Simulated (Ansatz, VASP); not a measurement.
NbBr3: VASP beside Ansatz

```
CELL_PARAMETERS angstrom
5.17100 0.00000 0.00000
0.00000 5.17100 0.00000
0.00000 0.00000 5.17100
ATOMIC_POSITIONS crystal
Nb 0.00000 0.00000 0.00000
Br 0.50000 0.00000 0.00000
Br 0.00000 0.50000 0.00000
Br 0.00000 0.00000 0.50000
```

Alike in both runs: task electric field gradients; functional r2SCAN; k mesh 7 × 7 × 7; occupations fermi-dirac, width 0.08 eV; no spin polarisation.

|  | VASP | Ansatz |
| --- | --- | --- |
| version | VASP 6.6.1 | Ansatz 0.2.0 |
| potentials or method | VASP PAW PBE potentials, release 64 (Nb_sv, Br) | PAW with Ansatz's default frozen-core files, scalar-relativistic |
| plane-wave cutoff (eV) | 520 | 500 |
| valence electrons in the cell | 34 | 34 |

Ansatz gave:

| Quantity | Value |
| --- | --- |
| pressure (GPa) | 0.0 |
| size of Vzz on the site where it differs most (V/Å²) | 275.2 |

Question: Which values does VASP return?

Answer: Pressure (GPa): -0.1; size of Vzz on the site where it differs most (V/Å²): 259.8.

VASP's potentials were made for PBE, not for r2SCAN. Ansatz's warnings: xc potential rough in thin density.
